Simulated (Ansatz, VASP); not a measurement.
Given: the input of a run of Ansatz 0.2.0 on Pb.

input.yaml

```yaml
crystal:
  lattice:
    - [0.0, 2.47502, 2.47502]
    - [2.47502, 0.0, 2.47502]
    - [2.47502, 2.47502, 0.0]
  atoms:
    - { symbol: Pb, position: [0.0, 0.0, 0.0] }
kpoints:
  mp_grid: { grid: [9, 9, 9] }
scf:
  occupations: { method: fermi_dirac, width: 0.05 }
hamiltonian:
  xc: blyp
  pseudopotentials: { kind: all_electron, lapw: { basis_error: 0.001 } }
output:
  forces: true
  stress: true
relax:
  f_tol: 0.005
  max_steps: 60
  cell: {}
```

Potentials or basis: all-electron LAPW, scalar-relativistic.

Run with:

```console
$ ansatz run input.yaml --threads 1 --pin off --max-ram 3072MiB --backend cpu --events-out ev --progress --plain --runs-dir out
```

Task: Translate it to VASP 6.6.1. Potentials there: VASP PAW PBE potentials, release 64 (Pb_d).

Result: As run (the cutoff follows the program's own potentials):

File INCAR:

```
AGGAC = 1.0
AGGAX = 1.0
ALDAC = 0.0
ALDAX = 1.0
ALGO = Normal
EDIFF = 1E-6
EDIFFG = -0.005
ENCUT = 600
GGA = B5
IBRION = 2
ISIF = 3
ISMEAR = -1
LASPH = True
LCHARG = False
LREAL = False
LWAVE = False
NELM = 80
NSW = 80
PREC = Accurate
SIGMA = 0.05
```

The input KPOINTS:

```
k-points
0
Gamma
  9 9 9
```

The input POSCAR:

```
Pb
1.0
    0.0000000000      2.4750200000      2.4750200000
    2.4750200000      0.0000000000      2.4750200000
    2.4750200000      2.4750200000      0.0000000000
Pb
1
Direct
    0.0000000000      0.0000000000      0.0000000000
```

Potentials or basis: VASP PAW PBE potentials, release 64 (Pb_d).

Command:

```console
$ cat potpaw_PBE.64/Pb_d/POTCAR > POTCAR
$ mpirun -np 1 vasp_std > vasp.out
```

Both were run:

|  | VASP | Ansatz | Ansatz less VASP |
| --- | --- | --- | --- |
| relaxed volume (Å³/atom) | 34.63 | 34.57 | -0.058 |
| relaxed cell length with the largest relative difference (Å) | 3.659 | 3.657 | -0.0020 |

VASP's potentials were made for PBE, not for BLYP. Ansatz ran all-electron here, and VASP with PAW potentials.

Spin-orbit coupling is off throughout.
